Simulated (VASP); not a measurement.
Wanted: the native input for a VASP 6.6.1 run.

```yaml
Task: single point
Functional: LDA
Potentials_or_basis: VASP PAW LDA potentials, release 64 (Li_sv)
Cutoff: 520 eV
k_mesh: 16 × 16 × 16
Occupations: fermi-dirac, width 0.08 eV
Spin: no spin polarisation
Dipole_correction: no
Further_INCAR_settings: ALGO = Normal; EDIFF = 1e-06; NBANDS = 8
```

The structure of Li lies in POSCAR:

```
Li
1.0
   -1.5866890478      1.5866890478      1.5866890478
    1.5866890478     -1.5866890478      1.5866890478
    1.5866890478      1.5866890478     -1.5866890478
Li
1
Direct
    0.0000000000      0.0000000000      0.0000000000
```

This cell differs from its parent crystal: volume scaled by 0.84.

These files were run (other wordings do the same):

INCAR

```
PREC     = Accurate       # precision mode
ENCUT    = 520            # plane-wave cutoff, eV
EDIFF    = 1E-6           # SCF threshold, eV
ISMEAR   = -1             # smearing method
SIGMA    = 0.08           # smearing width, eV
LREAL    = F              # projectors in reciprocal space
LASPH    = T              # aspherical terms in the spheres
NELM     = 60             # most SCF steps
ALGO     = Normal         # electronic algorithm
ISIF     = 2              # what is computed and relaxed
LWAVE    = F              # write WAVECAR
LCHARG   = F              # write CHGCAR
GGA      = CA             # functional
NBANDS   = 8              # bands
```

KPOINTS

```
regular mesh
0
Gamma
  16 16 16
```

Potentials or basis: VASP PAW LDA potentials, release 64 (Li_sv).

Command:

```sh
$ cat potpaw_LDA.64/Li_sv/POTCAR > POTCAR
$ mpirun -np 1 vasp_std > vasp.out
```

Wall time 7.6 s on 1 thread of Intel(R) Xeon(R) Platinum 8488C (Sapphire Rapids) (shared host), peak memory 0.12 GiB.
